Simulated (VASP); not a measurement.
# Mn: single point with HSE06

Mn:

```xyz
1
Lattice="2.2874 0.0000 0.0000 0.0000 2.2874 0.0000 0.0000 0.0000 2.2874" Properties=species:S:1:pos:R:3 pbc="T T T"
Mn    0.0000    0.0000    0.0000
```

```
Program             : VASP 6.6.1
Task                : single point
Functional          : HSE06
Potentials or basis : VASP PAW PBE potentials, release 64 (Mn_pv)
Cutoff              : 520 eV
k mesh              : 7 × 7 × 7
Occupations         : fermi-dirac, width 0.1 eV
Spin                : collinear spin, ferromagnetic start
Starting moments    : [0.429] μB
```

* Pressure: -9.4 GPa
* Net moment: 0.00 μB per cell
* Valence electrons inside the program's atomic spheres: Mn 11.98

Levels at points of the mesh, in eV from the Fermi level:
Spin up:
```
           k point  band 4  band 5  band 6  band 7  band 8  band 9
(0.00, 0.00, 0.00)   -9.19   -5.38   -5.38    2.59    2.59    2.59
```
Spin down:
```csv
k point,band 2,band 3,band 4,band 5,band 6,band 7,band 8,band 9,band 10,band 11
"(0.00, 0.00, 0.00)",-51.78,-51.78,-9.19,-5.38,-5.38,2.59,2.59,2.59,21.41,21.41
```

Run time: 61 min on 1 thread of Intel(R) Xeon(R) Platinum 8175M CPU @ 2.50GHz (Skylake/Cascade Lake), with other jobs on the host, peak memory 0.23 GiB.

Caveat: the k points lie up to 0.39 Å⁻¹ apart; the PAW data sets were made with another functional, which shifts forces and pressure a little.
